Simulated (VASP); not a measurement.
# Cd (R-3m) in VASP: single point with PBEsol

Aim: the single point of Cd with PBEsol.

Everything below comes from runs of VASP 6.6.1. Logs are shortened: lines on timing, memory, paths and dates and some standing lists are left out, and cuts for length are marked.

### Step 1. The cell of the first run

It takes space group R-3m (No. 166, trigonal). Conventional cell: a = 5.374 Å, b = 5.374 Å, c = 3.106 Å, α = 90.00°, β = 90.00°, γ = 120.00°. Cd (site symmetry -3m) has 14 Cd at 3.11 to 3.73 Å within 4.1 Å.

### Step 2. Single point, PBEsol (strained)

INCAR reads:

```
PREC = Accurate
ENCUT = 520
EDIFF = 1E-6
ISMEAR = 0
SIGMA = 0.1
LREAL = F
LASPH = T
NELM = 80
ALGO = Fast
ISIF = 2
LWAVE = F
LCHARG = T
GGA = PS
LELF = T
LVHAR = T
NBANDS = 12
```

KPOINTS reads:

```
Automatic mesh
0
Gamma
  15 15 15
```

POSCAR reads:

```
Cd
1.0
   -1.9357930946      1.8644202146      1.8644202146
    1.8644202146     -1.9357930946      1.8644202146
    1.8644202146      1.8644202146     -1.9357930946
Cd
1
Direct
    0.0000000000      0.0000000000      0.0000000000
```

Potentials or basis: VASP PAW PBE potentials, release 64 (Cd).

Run with:

```console
> cat potpaw_PBE.64/Cd/POTCAR > POTCAR
> mpirun -np 1 vasp_std > vasp.out
```

OUTCAR:

```text
PREC = Accurate
   ENCUT = 520
   EDIFF = 1E-6
   ISMEAR = 0
   LREAL = F
   LASPH = T
   NELM = 80
   ISIF = 2
   GGA = PS

 ion  position               nearest neighbor table
   1  0.000  0.000  0.000-

  LATTYP: Found a trigonal (rhomboedric) cell.
 ALAT       =     3.2709968478
 COS(alpha) =    -0.3497573406

  Lattice vectors:

 A1 = (  -1.9357930946,   1.8644202146,   1.8644202146)
 A2 = (   1.8644202146,  -1.9357930946,   1.8644202146)
 A3 = (   1.8644202146,   1.8644202146,  -1.9357930946)

Analysis of symmetry for initial positions (statically):
=====================================================================
 Subroutine PRICEL returns:
 Original cell was already a primitive cell.

 Routine SETGRP: Setting up the symmetry group for a
 trigonal (rhombohedral) supercell.

 Subroutine GETGRP returns: Found 12 space group operations
 (whereof 12 operations were pure point group operations)
 out of a pool of 12 trial point group operations.

The static configuration has the point symmetry D_3d.

Analysis of symmetry for dynamics (positions and initial velocities):
=====================================================================
 Subroutine PRICEL returns:
 Original cell was already a primitive cell.

 Routine SETGRP: Setting up the symmetry group for a
 trigonal (rhombohedral) supercell.

 Subroutine GETGRP returns: Found 12 space group operations
 (whereof 12 operations were pure point group operations)
 out of a pool of 12 trial point group operations.

The dynamic configuration has the point symmetry D_3d.

 Subroutine INISYM returns: Found 12 space group operations
 (whereof 12 operations are pure point group operations),
 and found     1 'primitive' translations

----------------------------------------------------------------------------------------

                                     Primitive cell

  volume of cell :      25.8945

  direct lattice vectors                    reciprocal lattice vectors
    -1.935793095  1.864420215  1.864420215     0.010474505  0.273617628  0.273617628
     1.864420215 -1.935793095  1.864420215     0.273617628  0.010474505  0.273617628
     1.864420215  1.864420215 -1.935793095     0.273617628  0.273617628  0.010474505

  length of vectors
     3.270996848  3.270996848  3.270996848     0.387095502  0.387095502  0.387095502

  position of ions in fractional coordinates (direct lattice)
     0.000000000  0.000000000  0.000000000

  ion indices of the primitive-cell ions
   primitive index   ion index
                 1           1

----------------------------------------------------------------------------------------

 KPOINTS: Automatic mesh

Automatic generation of k-mesh.
 Grid dimensions read from file:
 generate k-points for:   15   15   15

 Generating k-lattice:

  Cartesian coordinates                     Fractional coordinates (reciprocal lattice)
     0.000698300  0.018241175  0.018241175     0.066666667  0.000000000  0.000000000
     0.018241175  0.000698300  0.018241175     0.000000000  0.066666667  0.000000000
     0.018241175  0.018241175  0.000698300     0.000000000  0.000000000  0.066666667

  Length of vectors
     0.025806367  0.025806367  0.025806367

  Shift w.r.t. Gamma in fractional coordinates (k-lattice)
     0.000000000  0.000000000  0.000000000

 Subroutine IBZKPT returns following result:
 ===========================================

 Found    344 irreducible k-points:

 Following reciprocal coordinates:
            Coordinates               Weight
  0.000000  0.000000  0.000000      1.000000
  0.066667  0.000000  0.000000      6.000000
  0.133333  0.000000  0.000000      6.000000
  0.200000  0.000000  0.000000      6.000000
  0.266667  0.000000  0.000000      6.000000
  0.333333  0.000000  0.000000      6.000000
[... 16 lines left out ...]
  0.133333  0.133333  0.000000      6.000000
  0.200000  0.133333  0.000000     12.000000
 [... further k-points ...]
   k-points           NKPTS =    344   k-points in BZ     NKDIM =    344   number of bands    NBANDS=     12
   number of dos      NEDOS =    301   number of ions     NIONS =      1
   total plane-waves  NPLWV =  13824
   dimension x,y,z NGX =    24 NGY =   24 NGZ =   24
   dimension x,y,z NGXF=    48 NGYF=   48 NGZF=   48
   ions per type =               1
   NGX,Y,Z   is equivalent  to a cutoff of  12.20, 12.20, 12.20 a.u.
   NGXF,Y,Z  is equivalent  to a cutoff of  24.40, 24.40, 24.40 a.u.
 SYSTEM =  unknown system
   PREC   = accura    normal or accurate (medium, high low for compatibility)
   ISTART =      0    job   : 0-new  1-cont  2-samecut
   ICHARG =      2    charge: 1-file 2-atom 10-const
   ISPIN  =      1    spin polarized calculation?
   LNONCOLLINEAR =      F non collinear calculations
   LSORBIT =      F    spin-orbit coupling
   LASPH  =      T    aspherical Exc in radial PAW
   ENCUT  =  520.0 eV  38.22 Ry    6.18 a.u.   6.08  6.08  6.08*2*pi/ulx,y,z
   NELM   =     80;   NELMIN=  2; NELMDL= -5     # of ELM steps
   EDIFF  = 0.1E-05   stopping-criterion for ELM
   LREAL  =      F    real-space projection
   EDIFFG = 0.1E-04   stopping-criterion for IOM
   NSW    =      0    number of steps for IOM
   IBRION =     -1    ionic relax: 0-MD 1-quasi-New 2-CG
   NFREE  =      0    steps in history (QN), initial steepest desc. (CG)
   ISIF   =      2    stress and relaxation
   ISYM   =      2    0-nonsym 1-usesym 2-fastsym
   POTIM  = 0.5000    time-step for ionic-motion
   TEBEG  =    0.0;   TEEND  =   0.0 temperature during run
   PSTRESS=    0.0 pullay stress
   NELECT =      12.0000    total number of electrons
   NUPDOWN=      -1.0000    fix difference up-down
   EMIN   =  10.00;   EMAX   =-10.00  energy-range for DOS
   EFERMI =   0.00;   METHOD = LEGACY
   ISMEAR =     0;   SIGMA  =   0.10  broadening in eV -4-tet -1-fermi 0-gaus
   EFERMI_NEDOS =   21; number of points for ismear=-14 and -15
   IALGO  =     68    algorithm
   IMIX   =      4    mixing-type and parameters
     AMIX     =   0.40;   BMIX     =  1.00
     AMIX_MAG =   1.60;   BMIX_MAG =  1.00
  volume/ion in A,a.u.               =      25.89       174.74
  Fermi-wavevector in a.u.,A,eV,Ry     =   1.266872  2.394041 21.836864  1.604964
  Thomas-Fermi vector in A             =   2.400050
   LORBIT       =      0    0 simple, 1 ext, 2 COOP (PROOUT), +10 PAW based schemes
   GGA     = PS    functional components
   LHFCALC =     F    Hartree Fock is set to
   AEXX    =    0.0000 exact exchange contribution
   IVDW    =     0    specifies the selected vdW correction
   LEPSILON=     F    determine dielectric tensor
   LRPA    =     F    only Hartree local field effects (RPA)
 non-spin polarized calculation
 RMM-DIIS sequential band-by-band and
 Gauss-broadening in eV      SIGMA  =   0.10
  energy-cutoff  :      520.00
  volume of cell :       25.89
 maximum number of plane-waves:       713
   NGX = 13   NGY = 13   NGZ = 13

 number of electron      12.0000000 magnetization

 Free energy of the ion-electron system (eV)
  ---------------------------------------------------
  ext. energy  EPLUGINS =         0.00000000
  ---------------------------------------------------
  free energy    TOTEN  =        -1.03439056 eV

  energy without entropy =       -1.03284747  energy(sigma->0) =       -1.03361902

 E-fermi :   1.5432     XC(G=0): -10.2802

 val. band max:        1.5391407797   @ k =  -0.4000  -0.4000   0.1333
 cond. band min:       1.5535222620   @ k =   0.3333   0.2667   0.0667
 fundamental gap:      0.0143814823
 Fermi energy:         1.5432459803

 k-point     1 :       0.0000    0.0000    0.0000
  band No.  band energies     occupation
      1      -7.3294      2.00000
      2      -7.1456      2.00000
      3      -7.1456      2.00000
      4      -6.7233      2.00000
      5      -6.7233      2.00000
      6      -6.0947      2.00000
      7      14.8618      0.00000
      8      14.8618      0.00000
      9      15.6916      0.00000
     10      16.6241      0.00000
     11      17.0389      0.00000
     12      17.0389      0.00000

 k-point     2 :       0.0667    0.0000    0.0000
  band No.  band energies     occupation
      1      -7.2978      2.00000
      2      -7.1557      2.00000
      3      -7.1320      2.00000
      4      -6.7388      2.00000
      5      -6.7258      2.00000
      6      -5.9861      2.00000
      7      14.4488      0.00000
      8      14.6393      0.00000
      9      15.2130      0.00000
     10      15.5979      0.00000
     11      16.3415      0.00000
     12      16.5400      0.00000

 k-point     3 :       0.1333    0.0000    0.0000
  band No.  band energies     occupation
      1      -7.2263      2.00000
      2      -7.1845      2.00000
      3      -7.0871      2.00000
      4      -6.7804      2.00000
      5      -6.7323      2.00000
      6      -5.6479      2.00000
      7      12.6181      0.00000
      8      13.6085      0.00000
      9      13.8771      0.00000
     10      15.5836      0.00000
     11      15.6809      0.00000
     12      15.9415      0.00000

 k-point     4 :       0.2000    0.0000    0.0000
  band No.  band energies     occupation
      1      -7.2277      2.00000
      2      -7.1984      2.00000
      3      -6.9738      2.00000
      4      -6.8215      2.00000
      5      -6.7402      2.00000
      6      -5.0662      2.00000
      7      10.0938      0.00000
      8      12.5161      0.00000
      9      12.9702      0.00000
     10      14.9848      0.00000
     11      15.0735      0.00000
     12      16.4930      0.00000

 k-point     5 :       0.2667    0.0000    0.0000
  band No.  band energies     occupation
      1      -7.2781      2.00000
      2      -7.2467      2.00000
      3      -6.8310      2.00000
      4      -6.8029      2.00000
      5      -6.7472      2.00000
      6      -4.2409      2.00000
      7       7.6676      0.00000
      8      11.4892      0.00000
      9      12.1476      0.00000
     10      14.5602      0.00000
     11      14.5605      0.00000
     12      17.3563      0.00000
[... 228 lines left out ...]
      1      -7.3106      2.00000
      2      -7.1674      2.00000
      3      -7.0763      2.00000
      4      -6.7527      2.00000
      5      -6.7228      2.00000
      6      -5.7718      2.00000
      7      12.4960      0.00000
      8      13.6274      0.00000
      9      14.1354      0.00000
     10      15.3206      0.00000
     11      16.6640      0.00000
     12      17.3249      0.00000

 k-point    22 :      -0.0667    0.0667    0.0000
  band No.  band energies     occupation
      1      -7.3347      2.00000
      2      -7.1492      2.00000
      3      -7.1184      2.00000
      4      -6.7299      2.00000
      5      -6.7217      2.00000
      6      -5.9906      2.00000
      7      13.5747      0.00000
      8      14.3209      0.00000
      9      15.3090      0.00000
     10      16.1089      0.00000
     11      16.8434      0.00000
     12      17.0903      0.00000

 k-point    23 :       0.1333    0.1333    0.0000
  band No.  band energies     occupation
      1      -7.2331      2.00000
      2      -7.1600      2.00000
      3      -6.9428      2.00000
      4      -6.8424      2.00000
      5      -6.7600      2.00000
      6      -4.6723      2.00000
      7       9.7924      0.00000
      8      10.5254      0.00000
      9      12.5815      0.00000
     10      15.1565      0.00000
     11      15.6707      0.00000
     12      16.9967      0.00000

 k-point    24 :       0.2000    0.1333    0.0000
  band No.  band energies     occupation
      1      -7.2806      2.00000
      2      -7.1992      2.00000
      3      -6.8502      2.00000
      4      -6.8296      2.00000
      5      -6.7361      2.00000
      6      -3.8145      2.00000
      7       7.6386      0.00000
      8       9.2976      0.00000
      9      11.7006      0.00000
     10      15.0011      0.00000
     11      16.1343      0.00000
     12      17.3397      0.00000

 [... further k-points ...]

------------------------ aborting loop because EDIFF is reached ----------------------------------------

  FORCE on cell =-STRESS in cart. coord.  units (eV):
  Direction    XX          YY          ZZ          XY          YZ          ZX
  --------------------------------------------------------------------------------------
  -------------------------------------------------------------------------------------
  Total       -0.8751787     -0.8751787     -0.8751787     -0.0159410     -0.0159410     -0.0159410
  in kB      -54.1501423    -54.1501423    -54.1501423     -0.9863238     -0.9863238     -0.9863238
  external PRESSURE =     -54.1501423 kB  Pullay stress =       0.0000000 kB

 VOLUME and BASIS-vectors are now :
 -----------------------------------------------------------------------------
  energy-cutoff  :      520.00
  volume of cell :       25.89
      direct lattice vectors                 reciprocal lattice vectors
    -1.935793095  1.864420215  1.864420215     0.010474505  0.273617628  0.273617628
     1.864420215 -1.935793095  1.864420215     0.273617628  0.010474505  0.273617628
     1.864420215  1.864420215 -1.935793095     0.273617628  0.273617628  0.010474505

 POSITION                                       TOTAL-FORCE (eV/Angst)
 -----------------------------------------------------------------------------------
      0.00000      0.00000      0.00000         0.000000     -0.000000     -0.000000
 -----------------------------------------------------------------------------------
    total drift:                                0.000000      0.000000      0.000000

  FREE ENERGIE OF THE ION-ELECTRON SYSTEM (eV)
  ---------------------------------------------------
  free  energy   TOTEN  =        -1.0343905647 eV

  energy  without entropy=       -1.0328474693  energy(sigma->0) =       -1.03361902
```

Run time: 34 s. Hardware: 1 thread of Intel Xeon Platinum 8488C (Sapphire Rapids), shared host; peak memory 0.22 GiB.

Results:

- Free energy: -1.0344 eV
- Pressure: -5.4 GPa
- Band gap on the k mesh: zero (bands 6 and 7 overlap by 3.94 eV)

Caveat: the cell differs from its parent crystal (strained); the cell stands under tension; the PAW data sets were made with another functional, which shifts forces and pressure a little.
